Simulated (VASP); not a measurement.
# Mg (P6_3/mmc) in VASP: notebook

Mg is run at these levels: r2SCAN0; tasks: single point.

Everything below comes from runs of VASP 6.6.1. Logs are shortened: lines on timing, memory, paths and dates and some standing lists are left out, and cuts for length are marked.

### 1 The cell of the first run

It takes space group P6_3/mmc (No. 194, hexagonal). Conventional cell: a = 3.144 Å, b = 3.144 Å, c = 5.104 Å, α = 90.00°, β = 90.00°, γ = 120.00°. Within 4.1 Å of Mg (site symmetry -6m2) lie 12 Mg at 3.13 to 3.14 Å.

### 2 Single point, r2SCAN0

POSCAR reads:

```
Mg
1.0
    3.1437856987      0.0000000000      0.0000000000
   -1.5718928494      2.7225982792      0.0000000000
    0.0000000000      0.0000000000      5.1039375022
Mg
2
Direct
    0.6666666667      0.3333333333      0.7500000000
    0.3333333333      0.6666666667      0.2500000000
```

INCAR.step1 reads:

```
SYSTEM = Mg
PREC = Accurate
ENCUT = 520
EDIFF = 1E-5
ISMEAR = -1
SIGMA = 0.05
LREAL = .False.
LASPH = .True.
NELM = 60
ALGO = Normal
ISIF = 2
LWAVE = .True.
GGA = PE
NBANDS = 9
```

INCAR.step2 reads:

```
SYSTEM = Mg
PREC = Accurate
ENCUT = 520
EDIFF = 1E-6
ISMEAR = -1
SIGMA = 0.05
LREAL = .False.
LASPH = .True.
NELM = 60
ALGO = Normal
ISIF = 2
LWAVE = .False.
LCHARG = .True.
METAGGA = R2SCAN
LHFCALC = .True.
AEXX = 0.25
LMIXTAU = .True.
PRECFOCK = Normal
LELF = .True.
LVHAR = .True.
ISTART = 1
NBANDS = 9
```

KPOINTS reads:

```
Automatic mesh
0
Gamma
  5 5 3
  0 0 0
```

Potentials or basis: VASP PAW PBE potentials, release 64 (Mg).

Launch:

```
cat potpaw_PBE.64/Mg/POTCAR > POTCAR
cp INCAR.step1 INCAR
mpirun -np 1 vasp_std > vasp.out
cp INCAR.step2 INCAR
mpirun -np 1 vasp_std > vasp.out
```

OUTCAR:

```text
SYSTEM = Mg
   PREC = Accurate
   ENCUT = 520
   EDIFF = 1E-6
   ISMEAR = -1
   LREAL = .False.
   LASPH = .True.
   NELM = 60
   ISIF = 2
   METAGGA = R2SCAN
   LHFCALC = .True.
   AEXX = 0.25
   PRECFOCK = Normal
   ISTART = 1

 ion  position               nearest neighbor table
   1  0.667  0.333  0.750-   2 3.13   2 3.13   2 3.13   2 3.13   2 3.13   2 3.13
   2  0.333  0.667  0.250-   1 3.13   1 3.13   1 3.13   1 3.13   1 3.13   1 3.13

  LATTYP: Found a hexagonal cell.
 ALAT       =     3.1437856987
 C/A-ratio  =     1.6235004518

  Lattice vectors:

 A1 = (   3.1437856987,   0.0000000000,   0.0000000000)
 A2 = (  -1.5718928494,   2.7225982792,   0.0000000000)
 A3 = (   0.0000000000,   0.0000000000,   5.1039375022)

Analysis of symmetry for initial positions (statically):
=====================================================================
 Subroutine PRICEL returns:
 Original cell was already a primitive cell.

 Routine SETGRP: Setting up the symmetry group for a
 hexagonal supercell.

 Subroutine GETGRP returns: Found 24 space group operations
 (whereof 12 operations were pure point group operations)
 out of a pool of 24 trial point group operations.

The static configuration has the point symmetry D_3d.
 The point group associated with its full space group is D_6h.

Analysis of symmetry for dynamics (positions and initial velocities):
=====================================================================
 Subroutine PRICEL returns:
 Original cell was already a primitive cell.

 Routine SETGRP: Setting up the symmetry group for a
 hexagonal supercell.

 Subroutine GETGRP returns: Found 24 space group operations
 (whereof 12 operations were pure point group operations)
 out of a pool of 24 trial point group operations.

The dynamic configuration has the point symmetry D_3d.
 The point group associated with its full space group is D_6h.

 Subroutine INISYM returns: Found 24 space group operations
 (whereof 12 operations are pure point group operations),
 and found     1 'primitive' translations

----------------------------------------------------------------------------------------

                                     Primitive cell

  volume of cell :      43.6860

  direct lattice vectors                    reciprocal lattice vectors
     3.143785699  0.000000000  0.000000000     0.318087839  0.183648100  0.000000000
    -1.571892849  2.722598279  0.000000000     0.000000000  0.367296199  0.000000000
[... 84 lines left out ...]
   EFERMI =   0.00;   METHOD = LEGACY
   ISMEAR =    -1;   SIGMA  =   0.05  broadening in eV -4-tet -1-fermi 0-gaus
   EFERMI_NEDOS =   21; number of points for ismear=-14 and -15
   IALGO  =     38    algorithm
   IMIX   =      1    mixing-type and parameters
     AMIX     =   0.40;   BMIX     =  1.00
     AMIX_MAG =   1.60;   BMIX_MAG =  1.00
  volume/ion in A,a.u.               =      21.84       147.40
  Fermi-wavevector in a.u.,A,eV,Ry     =   0.737872  1.394375  7.407756  0.544455
  Thomas-Fermi vector in A             =   1.831658
   LORBIT       =      0    0 simple, 1 ext, 2 COOP (PROOUT), +10 PAW based schemes
   METAGGA = R2SCAN    functional components
   LHFCALC =     T    Hartree Fock is set to
   PRECFOCK=normal    Normal, Fast or Accurate (Low or Medium for compatibility)
   ENCUT4O =  -1.0   cutoff for four orbital integrals eV
   NKREDX  =     1    reduce k-point grid by
   NKREDY  =     1    reduce k-point grid by
   NKREDZ  =     1    reduce k-point grid by
   AEXX    =    0.2500 exact exchange contribution
   HFSCREEN=    0.0000 screening length (either q_TF or 0.3 A-1)
   HFSCREENC=   0.0000 screening length for correlation (either q_TF or 0.3 A-1)
   ENCUTFOCK=  -1.0 apply spherical cutoff to Coloumb kernel
   IVDW    =     0    specifies the selected vdW correction
   LEPSILON=     F    determine dielectric tensor
   LRPA    =     F    only Hartree local field effects (RPA)
 non-spin polarized calculation
  energy-cutoff  :      520.00
  volume of cell :       43.69
 maximum number of plane-waves:      1185
 NGX is ok and might be reduce to    24
  NGX = 18; NGY = 18; NGZ = 30

 number of electron       4.0000000 magnetization

 Free energy of the ion-electron system (eV)
  ---------------------------------------------------
  ext. energy  EPLUGINS =         0.00000000
  ---------------------------------------------------
  free energy    TOTEN  =        -7.17260427 eV

  energy without entropy =       -7.16898461  energy(sigma->0) =       -7.17079444

 E-fermi :   2.5014     XC(G=0):  -7.1357

 val. band max:        2.4208751204   @ k =   0.4000  -0.0000   0.0000
 cond. band min:       3.6994146211   @ k =   0.2000   0.2000   0.0000
 fundamental gap:      1.2785395007
 Fermi energy:         2.5014357027

 k-point     1 :       0.0000    0.0000    0.0000
  band No.  band energies     occupation
      1      -6.0726      2.00000
      2       0.2831      2.00000
      3       1.1184      2.00000
      4      15.7320      0.00000
      5      15.7320      0.00000
      6      15.9760      0.00000
      7      15.9760      0.00000
      8      16.6452      0.00000
      9      18.6363      0.00000
[... 97 lines left out ...]
 k-point    10 :       0.4000    0.2000    0.3333
  band No.  band energies     occupation
      1       1.1791      2.00000
      2       1.3635      2.00000
      3       4.2296      0.00000
      4       4.2422      0.00000
      5       6.7971      0.00000
      6       8.6600      0.00000
      7      12.3630      0.00000
      8      12.9003      0.00000
      9      16.3899      0.00000

------------------------ aborting loop because EDIFF is reached ----------------------------------------

  FORCE on cell =-STRESS in cart. coord.  units (eV):
  Direction    XX          YY          ZZ          XY          YZ          ZX
  --------------------------------------------------------------------------------------
  -------------------------------------------------------------------------------------
  Total        0.2665932      0.2665932      0.5275205     -0.0000000     -0.0000000      0.0000000
  in kB        9.7772756      9.7772756     19.3467524     -0.0000000     -0.0000000      0.0000000
  external PRESSURE =      12.9671012 kB  Pullay stress =       0.0000000 kB

 VOLUME and BASIS-vectors are now :
 -----------------------------------------------------------------------------
  energy-cutoff  :      520.00
  volume of cell :       43.69
      direct lattice vectors                 reciprocal lattice vectors
     3.143785699  0.000000000  0.000000000     0.318087839  0.183648100  0.000000000
    -1.571892849  2.722598279  0.000000000     0.000000000  0.367296199  0.000000000
     0.000000000  0.000000000  5.103937502     0.000000000  0.000000000  0.195927164

 POSITION                                       TOTAL-FORCE (eV/Angst)
 -----------------------------------------------------------------------------------
      1.57189      0.90753      3.82795        -0.000000      0.000000      0.000000
     -0.00000      1.81507      1.27598         0.000000     -0.000000     -0.000000
 -----------------------------------------------------------------------------------
    total drift:                               -0.000000     -0.000000     -0.000000

  FREE ENERGIE OF THE ION-ELECTRON SYSTEM (eV)
  ---------------------------------------------------
  free  energy   TOTEN  =        -7.1726042673 eV

  energy  without entropy=       -7.1689846134  energy(sigma->0) =       -7.17079444
```

OUTCAR.step1:

```text
SYSTEM = Mg
   PREC = Accurate
   ENCUT = 520
   EDIFF = 1E-5
   ISMEAR = -1
   LREAL = .False.
[... 328 lines left out ...]
      1.57189      0.90753      3.82795        -0.000000      0.000000      0.000000
     -0.00000      1.81507      1.27598         0.000000     -0.000000      0.000000
 -----------------------------------------------------------------------------------
    total drift:                                0.000000     -0.000000      0.000000

  FREE ENERGIE OF THE ION-ELECTRON SYSTEM (eV)
  ---------------------------------------------------
  free  energy   TOTEN  =        -3.0672836171 eV

  energy  without entropy=       -3.0636310435  energy(sigma->0) =       -3.06545733
```

OSZICAR.step1:

```text
N       E                     dE             d eps       ncg     rms          rms(c)
DAV:   1    -0.606196229026E+00   -0.60620E+00   -0.12927E+03   180   0.317E+02
DAV:   2    -0.305048834272E+01   -0.24443E+01   -0.22934E+01   240   0.251E+01
DAV:   3    -0.308069168949E+01   -0.30203E-01   -0.30183E-01   228   0.251E+00
DAV:   4    -0.308078622650E+01   -0.94537E-04   -0.94533E-04   234   0.145E-01
DAV:   5    -0.308078664594E+01   -0.41944E-06   -0.41915E-06   227   0.890E-03    0.940E-01
DAV:   6    -0.307449627946E+01    0.62904E-02   -0.46628E-04   199   0.173E-01    0.602E-01
DAV:   7    -0.306727551675E+01    0.72208E-02   -0.17431E-03   190   0.295E-01    0.319E-02
DAV:   8    -0.306728361710E+01   -0.81004E-05   -0.13415E-05   241   0.219E-02
   1 F= -.30672836E+01 E0= -.30654573E+01  d E =-.365257E-02
```

Run time: 48 s. Hardware: 1 thread of Intel Xeon Platinum 8488C (Sapphire Rapids), shared host; peak memory 0.17 GiB.

Results:

```
Free energy            : -7.1726 eV
Pressure               : 1.3 GPa
Band gap on the k mesh : zero (band 2 reaches 3.70 eV, above the bottom of band 3 at 1.12 eV)
```

Levels at points of the mesh, in eV from the Fermi level:
```
           k point  band 1  band 2  band 3  band 4  band 5  band 6  band 7
(0.00, 0.00, 0.00)   -8.57   -2.22   -1.38   13.23   13.23   13.47   13.47
```

Caveat: the k points lie up to 0.46 Å⁻¹ apart; the PAW data sets were made with another functional, which shifts forces and pressure a little.

(Continued in part 2 of 2.)
